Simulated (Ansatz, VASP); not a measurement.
## One calculation of Mo3W, two programs

```xyz
4
Lattice="4.2342 0.0000 0.0000 0.0000 4.2342 0.0000 0.0000 0.0000 4.2342" Properties=species:S:1:pos:R:3 pbc="T T T"
Mo    0.0000    2.1171    2.1171
Mo    2.1171    0.0000    2.1171
Mo    2.1171    2.1171    0.0000
W     0.0000    0.0000    0.0000
```

Change from the starting cell: species swapped into the Pr3In type (Pm-3m, No. 221).

Alike in both runs: task relaxation of cell and atoms; functional PBE; k mesh 4 × 4 × 4; occupations gaussian, width 0.1 eV; no spin polarisation.

```csv
,VASP,Ansatz
version,VASP 6.6.1,Ansatz 0.2.0
potentials or method,"VASP PAW PBE potentials, release 64 (Mo_sv, W_sv), cutoff 500 eV","scalar-relativistic, plane waves, PAW"
valence electrons in the cell,56,56
```

```csv
,VASP,Ansatz,Ansatz less VASP
"gap on the k mesh at the Fermi level, each at its own relaxed structure (eV)",none,none,-
relaxed volume (Å³/atom),16.25,16.22,-0.025
relaxed cell length with the largest relative difference (Å),4.021,4.018,-0.0021
```

A gap of «none» marks a metal or a gap that the smearing closes.

The k mesh is coarse, so the values compare programs but aren't converged. Spin-orbit coupling is off throughout.
